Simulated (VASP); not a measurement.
CoSi2, 3 atoms in the cell. The structure is orthorhombic, space group Immm (No. 71). The conventional cell has a = 3.733 Å, b = 3.847 Å, c = 5.360 Å, α = 90.00°, β = 90.00°, γ = 90.00°. Co (site symmetry mmm) has 8 Si at 2.30 to 2.34 Å within 3.0 Å. Within 3.0 Å of Si (site symmetry mm2) lie 4 Co at 2.30 to 2.34 Å and 6 Si at 2.68 Å.  This cell differs from its parent crystal: strain -0.0300 x Voigt [0, 0, 0, 1, 0, 0].

| Quantity | Value |
| --- | --- |
| Program | VASP 6.6.1 |
| Task | single point |
| Functional | PBE |
| Potentials or basis | VASP PAW PBE potentials, release 64 (Co, Si) |
| Cutoff | 520 eV |
| k mesh | 16 × 16 × 16 |
| Occupations | gaussian, width 0.15 eV |
| Spin | no spin polarisation |
| Dipole correction | no |
| Further INCAR settings | ALGO = Normal; EDIFF = 1e-07; NBANDS = 16 |

Potentials or basis: VASP PAW PBE potentials, release 64 (Co, Si).

Launch:

```bash
$ cat potpaw_PBE.64/Co/POTCAR potpaw_PBE.64/Si/POTCAR > POTCAR
$ mpirun -np 1 vasp_std > vasp.out
```

Hardware: 1 thread of Intel Xeon 8259CL (shared host).

Question: How long does it take, and how much memory?

Answer: It took 8.5 min on 1 thread of Intel Xeon 8259CL (shared host), peak memory 0.47 GiB. Counts: scf iterations 15, k points 621.
